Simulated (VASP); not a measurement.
# MgO (P1) in VASP: notebook

Runs on MgO. Level: LDA. Tasks: single point.

All numbers are computed with VASP 6.6.1; they aren't measurements. Logs are shortened: lines on timing, memory, paths and dates and some standing lists are left out, and cuts for length are marked.

## 1. The cell of the first run

The typed cell holds 2 atoms: a = 2.984 Å, b = 2.954 Å, c = 2.975 Å, α = 60.76°, β = 59.35°, γ = 60.88°.

## 2. Single point, LDA

Contents of INCAR:

```
PREC = Accurate
ENCUT = 840
EDIFF = 1E-6
ISMEAR = 0
SIGMA = 0.01
LREAL = False
LASPH = True
NELM = 120
ALGO = Normal
ISIF = 2
LWAVE = False
LCHARG = False
GGA = CA
NBANDS = 15
GGA_COMPAT = False
```

Contents of KPOINTS:

```
regular mesh
0
Gamma
  6 6 6
```

Contents of POSCAR:

```
MgO
1.0
   -0.0103972712      2.1375808052      2.0819584090
    2.0894708883     -0.0171284526      2.0886895904
    2.0763991744      2.1312302561     -0.0040467221
Mg O
1 1
Direct
    0.9960300000      0.0476900000      0.9449100000
    0.5139600000      0.5606200000      0.4707200000
```

Potentials or basis: VASP PAW LDA potentials, release 64 (Mg_sv, O).

Command:

```
$ cat potpaw_LDA.64/Mg_sv/POTCAR potpaw_LDA.64/O/POTCAR > POTCAR
$ mpirun -np 1 vasp_std > vasp.out
```

OUTCAR:

```text
PREC = Accurate
   ENCUT = 840
   EDIFF = 1E-6
   ISMEAR = 0
   LREAL = False
   LASPH = True
   NELM = 120
   ISIF = 2
   GGA = CA

 ion  position               nearest neighbor table
   1  0.996  0.048  0.945-   2 2.01   2 2.03   2 2.05
   2  0.514  0.561  0.471-   1 2.01   1 2.03   1 2.05

  LATTYP: Found a triclinic cell.
 ALAT       =     2.9754986661
 B/A-ratio  =     0.9916398929
 C/A-ratio  =     0.9929277886
 COS(alpha) =     0.0003891025
 COS(beta)  =     0.4884119475
 COS(gamma) =     0.4929543006

  Lattice vectors:

 A1 = (  -2.0763991744,  -2.1312302561,   0.0040467221)
 A2 = (  -2.0867964456,   0.0063505491,   2.0860051311)
 A3 = (  -2.0894708883,   0.0171284526,  -2.0886895904)

Analysis of symmetry for initial positions (statically):
=====================================================================
 Subroutine PRICEL returns:
 Original cell was already a primitive cell.

 Routine SETGRP: Setting up the symmetry group for a
 triclinic supercell.

 Subroutine GETGRP returns: Found  1 space group operations
 (whereof  1 operations were pure point group operations)
 out of a pool of  2 trial point group operations.

The static configuration has the point symmetry C_1 .

Analysis of symmetry for dynamics (positions and initial velocities):
=====================================================================
 Subroutine PRICEL returns:
 Original cell was already a primitive cell.

 Routine SETGRP: Setting up the symmetry group for a
 triclinic supercell.

 Subroutine GETGRP returns: Found  1 space group operations
 (whereof  1 operations were pure point group operations)
 out of a pool of  2 trial point group operations.

The dynamic configuration has the point symmetry C_1 .

 Subroutine INISYM returns: Found  1 space group operations
 (whereof  1 operations are pure point group operations),
 and found     1 'primitive' translations

----------------------------------------------------------------------------------------

                                     Primitive cell

  volume of cell :      18.6803

  direct lattice vectors                    reciprocal lattice vectors
    -0.010397271  2.137580805  2.081958409    -0.238294936  0.232620478  0.240291694
     2.089470888 -0.017128453  2.088689590     0.237993752 -0.231417379  0.238788551
     2.076399174  2.131230256 -0.004046722     0.240917725  0.234039052 -0.239088589

  length of vectors
     2.983942127  2.954455311  2.975498666     0.410654188  0.408919309  0.412285073

  position of ions in fractional coordinates (direct lattice)
     0.996030000  0.047690000  0.944910000
     0.513960000  0.560620000  0.470720000

  ion indices of the primitive-cell ions
   primitive index   ion index
                 1           1
                 2           2

----------------------------------------------------------------------------------------

 KPOINTS: regular mesh

Automatic generation of k-mesh.
 Grid dimensions read from file:
 generate k-points for:    6    6    6

 Generating k-lattice:

  Cartesian coordinates                     Fractional coordinates (reciprocal lattice)
    -0.039715823  0.038770080  0.040048616     0.166666667  0.000000000  0.000000000
     0.039665625 -0.038569563  0.039798092     0.000000000  0.166666667  0.000000000
     0.040152954  0.039006509 -0.039848098     0.000000000  0.000000000  0.166666667

  Length of vectors
     0.068442365  0.068153218  0.068714179

  Shift w.r.t. Gamma in fractional coordinates (k-lattice)
     0.000000000  0.000000000  0.000000000

 Subroutine IBZKPT returns following result:
 ===========================================

 Found    112 irreducible k-points:

 Following reciprocal coordinates:
            Coordinates               Weight
  0.000000  0.000000  0.000000      1.000000
  0.166667 -0.000000 -0.000000      2.000000
  0.333333  0.000000 -0.000000      2.000000
  0.500000 -0.000000 -0.000000      1.000000
 -0.000000  0.166667  0.000000      2.000000
  0.166667  0.166667  0.000000      2.000000
[... 16 lines left out ...]
  0.333333  0.000000  0.166667      2.000000
  0.500000 -0.000000  0.166667      2.000000
 [... further k-points ...]
   k-points           NKPTS =    112   k-points in BZ     NKDIM =    112   number of bands    NBANDS=     15
   number of dos      NEDOS =    301   number of ions     NIONS =      2
   total plane-waves  NPLWV =  21952
   dimension x,y,z NGX =    28 NGY =   28 NGZ =   28
   dimension x,y,z NGXF=    56 NGYF=   56 NGZF=   56
   ions per type =               1   1
   NGX,Y,Z   is equivalent  to a cutoff of  15.60, 15.76, 15.64 a.u.
   NGXF,Y,Z  is equivalent  to a cutoff of  31.20, 31.51, 31.29 a.u.
 SYSTEM =  unknown system
   PREC   = accura    normal or accurate (medium, high low for compatibility)
   ISTART =      0    job   : 0-new  1-cont  2-samecut
   ICHARG =      2    charge: 1-file 2-atom 10-const
   ISPIN  =      1    spin polarized calculation?
   LNONCOLLINEAR =      F non collinear calculations
   LSORBIT =      F    spin-orbit coupling
   LASPH  =      T    aspherical Exc in radial PAW
   ENCUT  =  840.0 eV  61.74 Ry    7.86 a.u.   7.05  6.98  7.03*2*pi/ulx,y,z
   NELM   =    120;   NELMIN=  2; NELMDL= -5     # of ELM steps
   EDIFF  = 0.1E-05   stopping-criterion for ELM
   LREAL  =      F    real-space projection
   EDIFFG = 0.1E-04   stopping-criterion for IOM
   NSW    =      0    number of steps for IOM
   IBRION =     -1    ionic relax: 0-MD 1-quasi-New 2-CG
   NFREE  =      0    steps in history (QN), initial steepest desc. (CG)
   ISIF   =      2    stress and relaxation
   ISYM   =      2    0-nonsym 1-usesym 2-fastsym
   POTIM  = 0.5000    time-step for ionic-motion
   TEBEG  =    0.0;   TEEND  =   0.0 temperature during run
   PSTRESS=    0.0 pullay stress
   NELECT =      16.0000    total number of electrons
   NUPDOWN=      -1.0000    fix difference up-down
   EMIN   =  10.00;   EMAX   =-10.00  energy-range for DOS
   EFERMI =   0.00;   METHOD = LEGACY
   ISMEAR =     0;   SIGMA  =   0.01  broadening in eV -4-tet -1-fermi 0-gaus
   EFERMI_NEDOS =   21; number of points for ismear=-14 and -15
   IALGO  =     38    algorithm
   IMIX   =      4    mixing-type and parameters
     AMIX     =   0.40;   BMIX     =  1.00
     AMIX_MAG =   1.60;   BMIX_MAG =  1.00
  volume/ion in A,a.u.               =       9.34        63.03
  Fermi-wavevector in a.u.,A,eV,Ry     =   1.554726  2.938007 32.887644  2.417174
  Thomas-Fermi vector in A             =   2.658771
   LORBIT       =      0    0 simple, 1 ext, 2 COOP (PROOUT), +10 PAW based schemes
   GGA     = CA    functional components
   LHFCALC =     F    Hartree Fock is set to
   AEXX    =    0.0000 exact exchange contribution
   IVDW    =     0    specifies the selected vdW correction
   LEPSILON=     F    determine dielectric tensor
   LRPA    =     F    only Hartree local field effects (RPA)
 non-spin polarized calculation
 Gauss-broadening in eV      SIGMA  =   0.01
  energy-cutoff  :      840.00
  volume of cell :       18.68
 maximum number of plane-waves:      1043
   NGX = 15   NGY = 13   NGZ = 13

 number of electron      16.0000002 magnetization

 Free energy of the ion-electron system (eV)
  ---------------------------------------------------
  ext. energy  EPLUGINS =         0.00000000
  ---------------------------------------------------
  free energy    TOTEN  =       -13.17139399 eV

  energy without entropy =      -13.17139399  energy(sigma->0) =      -13.17139399

 E-fermi :   2.7365     XC(G=0): -11.9257

 val. band max:        2.6260610115   @ k =   0.0000   0.0000   0.0000
 cond. band min:       7.2184782887   @ k =   0.0000   0.0000   0.0000
 fundamental gap:      4.5924172772
 Fermi energy:         2.7364582245

 k-point     1 :       0.0000    0.0000    0.0000
  band No.  band energies     occupation
      1     -68.7361      2.00000
      2     -36.2070      2.00000
      3     -36.1931      2.00000
      4     -36.1923      2.00000
      5     -14.4136      2.00000
      6       2.4980      2.00000
      7       2.5353      2.00000
      8       2.6261      2.00000
      9       7.2185      0.00000
     10      17.8618      0.00000
     11      18.2649      0.00000
     12      18.4152      0.00000
     13      22.1005      0.00000
     14      23.4150      0.00000
     15      24.2250      0.00000

 k-point     2 :       0.1667   -0.0000   -0.0000
  band No.  band energies     occupation
      1     -68.7338      2.00000
      2     -36.2211      2.00000
      3     -36.2043      2.00000
      4     -36.1950      2.00000
      5     -14.1130      2.00000
      6       1.0152      2.00000
      7       2.3459      2.00000
      8       2.4469      2.00000
      9       8.6183      0.00000
     10      15.7828      0.00000
     11      18.5515      0.00000
     12      18.9493      0.00000
     13      22.2431      0.00000
     14      22.8415      0.00000
     15      24.6398      0.00000

 k-point     3 :       0.3333    0.0000   -0.0000
  band No.  band energies     occupation
      1     -68.7291      2.00000
      2     -36.2654      2.00000
      3     -36.2117      2.00000
      4     -36.1987      2.00000
      5     -13.4354      2.00000
      6      -1.1596      2.00000
      7       2.0256      2.00000
      8       2.1254      2.00000
      9      10.0999      0.00000
     10      14.6036      0.00000
     11      18.6226      0.00000
     12      19.1710      0.00000
     13      23.0167      0.00000
     14      23.3991      0.00000
     15      23.9312      0.00000
[... 343 lines left out ...]
 k-point    23 :       0.3333    0.0000    0.1667
  band No.  band energies     occupation
      1     -68.7294      2.00000
      2     -36.2538      2.00000
      3     -36.2122      2.00000
      4     -36.2056      2.00000
      5     -13.5157      2.00000
      6      -0.5243      2.00000
      7       1.6766      2.00000
      8       1.8909      2.00000
      9      10.7226      0.00000
     10      13.9991      0.00000
     11      17.2462      0.00000
     12      19.8225      0.00000
     13      20.7613      0.00000
     14      25.3089      0.00000
     15      27.0804      0.00000

 k-point    24 :       0.5000   -0.0000    0.1667
  band No.  band energies     occupation
      1     -68.7261      2.00000
      2     -36.2775      2.00000
      3     -36.2253      2.00000
      4     -36.2063      2.00000
      5     -13.0068      2.00000
      6      -1.6462      2.00000
      7       1.0820      2.00000
      8       1.7748      2.00000
      9      11.4181      0.00000
     10      14.5044      0.00000
     11      16.3623      0.00000
     12      19.6547      0.00000
     13      22.4036      0.00000
     14      25.8005      0.00000
     15      26.4780      0.00000

 [... further k-points ...]

------------------------ aborting loop because EDIFF is reached ----------------------------------------

  FORCE on cell =-STRESS in cart. coord.  units (eV):
  Direction    XX          YY          ZZ          XY          YZ          ZX
  --------------------------------------------------------------------------------------
  -------------------------------------------------------------------------------------
  Total       -0.2090783     -0.7259074     -0.3038006      0.1380454      0.0500385     -0.0639449
  in kB      -17.9323330    -62.2599988    -26.0565259     11.8399484      4.2917297     -5.4844597
  external PRESSURE =     -35.4162859 kB  Pullay stress =       0.0000000 kB

 VOLUME and BASIS-vectors are now :
 -----------------------------------------------------------------------------
  energy-cutoff  :      840.00
  volume of cell :       18.68
      direct lattice vectors                 reciprocal lattice vectors
    -0.010397271  2.137580805  2.081958409    -0.238294936  0.232620478  0.240291694
     2.089470888 -0.017128453  2.088689590     0.237993752 -0.231417379  0.238788551
     2.076399174  2.131230256 -0.004046722     0.240917725  0.234039052 -0.239088589

 POSITION                                       TOTAL-FORCE (eV/Angst)
 -----------------------------------------------------------------------------------
      2.05130      4.14210      2.16948         0.470537      0.340992      0.368968
      2.14346      2.09224      2.23910        -0.470537     -0.340992     -0.368968
 -----------------------------------------------------------------------------------
    total drift:                               -0.000180     -0.000354     -0.000676

  FREE ENERGIE OF THE ION-ELECTRON SYSTEM (eV)
  ---------------------------------------------------
  free  energy   TOTEN  =       -13.1713939922 eV

  energy  without entropy=      -13.1713939922  energy(sigma->0) =      -13.17139399
```

Wall time 18 s (1 thread of Intel Xeon 6975P-C (Granite Rapids), shared host); peak memory 0.18 GiB.

Results:

```
Free energy            : -13.1714 eV
Pressure               : -3.5 GPa
Largest force          : 0.688 eV/Å
Band gap on the k mesh : 4.59 eV
```

Forces on the atoms (eV/Å):
```
Mg   0.471  0.341  0.369
O   -0.471 -0.341 -0.369
```

Caveat: the k points lie up to 0.43 Å⁻¹ apart.

## 3. Single point, LDA

This run uses another cell than the first one, of 9.29 Å³/atom.

Contents of INCAR:

```
ALGO = Normal ; EDIFF = 1E-6
ENCUT = 840 ; GGA = CA
GGA_COMPAT = F ; ISIF = 2
ISMEAR = 0 ; LASPH = T
LCHARG = F ; LREAL = F
LWAVE = F ; NBANDS = 15
NELM = 120 ; PREC = Accurate
SIGMA = 0.01
```

Contents of KPOINTS:

```
k-points
0
Gamma
  6 6 6
```

Contents of POSCAR:

```
MgO
1.0
   -0.0103800000      2.1340300000      2.0785000000
    2.0860000000     -0.0171000000      2.0852200000
    2.0729500000      2.1276900000     -0.0040400000
Mg O
1 1
Direct
    0.9960300000      0.0476900000      0.9449100000
    0.5151634576      0.5618159294      0.4695225680
```

Potentials or basis: VASP PAW LDA potentials, release 64 (Mg_sv, O).

Command:

```
$ cat potpaw_LDA.64/Mg_sv/POTCAR potpaw_LDA.64/O/POTCAR > POTCAR
$ mpirun -np 1 vasp_std > vasp.out
```

Wall time 30 s (1 thread of Intel Xeon Platinum 8488C (Sapphire Rapids), shared host); peak memory 0.17 GiB.

The run converged. Its results:

```
Free energy            : -13.1710 eV
Pressure               : -2.7 GPa
Largest force          : 0.720 eV/Å
Band gap on the k mesh : 4.64 eV
```

Forces on the atoms (eV/Å):
```
Mg   0.480  0.348  0.409
O   -0.480 -0.348 -0.409
```

Stress tensor (GPa, compression positive):
```
-0.98  1.18 -0.59
 1.18 -5.54  0.39
-0.59  0.39 -1.54
```

Levels at points of the mesh, in eV from the valence-band top:
| k point | band 6 | band 7 | band 8 | band 9 | band 10 | band 11 |
| --- | --- | --- | --- | --- | --- | --- |
| (0.00, 0.00, 0.00) | -0.13 | -0.09 | 0.00 | 4.64 | 15.26 | 15.67 |
| (0.50, 0.00, 0.00) | -4.77 | -0.76 | -0.65 | 7.72 | 12.27 | 15.76 |
| (0.00, 0.50, 0.00) | -4.79 | -0.69 | -0.67 | 7.76 | 12.19 | 16.02 |
| (0.50, 0.50, 0.00) | -4.15 | -1.58 | -1.36 | 8.81 | 9.62 | 13.03 |
| (0.00, 0.00, 0.50) | -4.75 | -0.80 | -0.67 | 7.68 | 12.34 | 15.65 |
| (0.50, 0.00, 0.50) | -4.24 | -1.35 | -1.35 | 9.07 | 9.64 | 12.70 |
| (0.00, 0.50, 0.50) | -4.15 | -1.56 | -1.37 | 8.81 | 9.60 | 13.02 |
| (0.50, 0.50, 0.50) | -4.73 | -0.84 | -0.73 | 7.71 | 12.46 | 15.60 |

Caveat: the k points lie up to 0.43 Å⁻¹ apart.

## 4. Single point, LDA

This run uses another cell than the first one, of 9.29 Å³/atom.

Contents of INCAR:

```
SYSTEM = MgO
ALGO = Normal ; EDIFF = 1E-6
ENCUT = 840 ; GGA_COMPAT = .False.
ISIF = 2 ; ISMEAR = 0
LASPH = .True. ; LCHARG = .False.
LREAL = .False. ; LWAVE = .False.
NBANDS = 15 ; NELM = 120
PREC = Accurate ; SIGMA = 0.01
```

Contents of KPOINTS:

```
k-points
0
Gamma
  6 6 6
  0 0 0
```

POSCAR, as its differences from that of step 3:

```diff
@@ -9,2 +9,2 @@
     0.9960300000      0.0476900000      0.9449100000
-    0.5151634576      0.5618159294      0.4695225680
+    0.5091461697      0.5558362826      0.4755097282
```

Command:

```
$ cat potpaw_LDA.64/Mg_sv/POTCAR potpaw_LDA.64/O/POTCAR > POTCAR
$ mpirun -np 1 vasp_std > vasp.out
```

It took 36 s on 1 thread of Intel Xeon Platinum 8375C at 2.90GHz (Ice Lake), shared host; peak memory 0.17 GiB.

Results (log left out):

| Quantity | Value |
| --- | --- |
| Free energy | -13.1793 eV |
| Pressure | -3.0 GPa |
| Largest force | 0.653 eV/Å |
| Band gap on the k mesh | 4.64 eV |

Forces in eV/Å, atoms in the order of the input:
```
Mg   0.485  0.354  0.255
O   -0.485 -0.354 -0.255
```

Stress tensor (GPa, compression positive):
```
-0.90  1.17 -0.45
 1.17 -5.49  0.52
-0.45  0.52 -2.56
```

Levels at points of the mesh, in eV from the valence-band top:
| k point | band 5 | band 6 | band 7 | band 8 | band 9 | band 10 | band 11 | band 12 |
| --- | --- | --- | --- | --- | --- | --- | --- | --- |
| (0.00, 0.00, 0.00) | -17.06 | -0.13 | -0.08 | 0.00 | 4.64 | 15.26 | 15.67 | 15.80 |
| (0.50, 0.00, 0.00) | -15.68 | -4.77 | -0.76 | -0.66 | 7.72 | 12.28 | 15.79 | 16.37 |
| (0.00, 0.50, 0.00) | -15.70 | -4.79 | -0.69 | -0.66 | 7.76 | 12.20 | 16.00 | 16.36 |
| (0.50, 0.50, 0.00) | -15.42 | -4.15 | -1.58 | -1.36 | 8.81 | 9.64 | 13.02 | 18.30 |
| (0.00, 0.00, 0.50) | -15.67 | -4.75 | -0.80 | -0.68 | 7.69 | 12.37 | 15.65 | 16.33 |
| (0.50, 0.00, 0.50) | -15.50 | -4.24 | -1.35 | -1.35 | 9.06 | 9.66 | 12.70 | 18.87 |
| (0.00, 0.50, 0.50) | -15.42 | -4.15 | -1.55 | -1.37 | 8.80 | 9.62 | 13.02 | 18.37 |
| (0.50, 0.50, 0.50) | -15.66 | -4.73 | -0.83 | -0.72 | 7.70 | 12.46 | 15.60 | 16.27 |

Caveat: the k points lie up to 0.43 Å⁻¹ apart. A hybrid or GW would open this gap; LDA tends to underestimate it.

## 5. Overview

```csv
cell,gap on the mesh (eV),pressure (GPa),largest force (eV/Å)
"a = 2.984, b = 2.954, c = 2.975 Å, angles 60.8, 59.4, 60.9°, 2 atoms, atomic positions A",4.59,-3.5,0.69
"a = 2.979, b = 2.950, c = 2.971 Å, angles 60.8, 59.4, 60.9°, 2 atoms, atomic positions B",4.64,-2.7,0.72
"a = 2.979, b = 2.950, c = 2.971 Å, angles 60.8, 59.4, 60.9°, 2 atoms, atomic positions C",4.64,-3.0,0.65
```

Alike in all rows: task single point; level LDA; potentials or basis VASP PAW LDA potentials, release 64 (Mg_sv, O); no spin polarisation; k mesh 6 × 6 × 6; cutoff (eV) 840; smearing gaussian 0.01 eV.

Caveats: all runs use coarse meshes.

Total energies depend on the potentials used, so only differences within one code and one set of settings carry meaning.
